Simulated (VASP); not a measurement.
Input of a VASP 6.6.1 run:

Contents of INCAR:

```
PREC = Accurate
ENCUT = 520
EDIFF = 1E-6
ISMEAR = 0
SIGMA = 0.05
LREAL = False
LASPH = True
NELM = 100
ALGO = Normal
ISIF = 2
LWAVE = False
LCHARG = True
GGA = PE
LELF = True
LVHAR = True
NBANDS = 11
```

The input KPOINTS:

```
regular mesh
0
Gamma
  6 6 6
```

File POSCAR:

```
Ca
1.0
    0.0000000000      2.7517915795      2.7517915795
    2.7517915795      0.0000000000      2.7517915795
    2.7517915795      2.7517915795      0.0000000000
Ca
1
Direct
    0.0000000000      0.0000000000      0.0000000000
```

Potentials or basis: VASP PAW PBE potentials, release 64 (Ca_sv).

Run with:

```sh
$ cat potpaw_PBE.64/Ca_sv/POTCAR > POTCAR
$ mpirun -np 1 vasp_std > vasp.out
```

Predict the band gap on the k mesh.

zero (bands 5 and 6 overlap by 0.16 eV).

Estimate the pressure.

0.0 GPa.
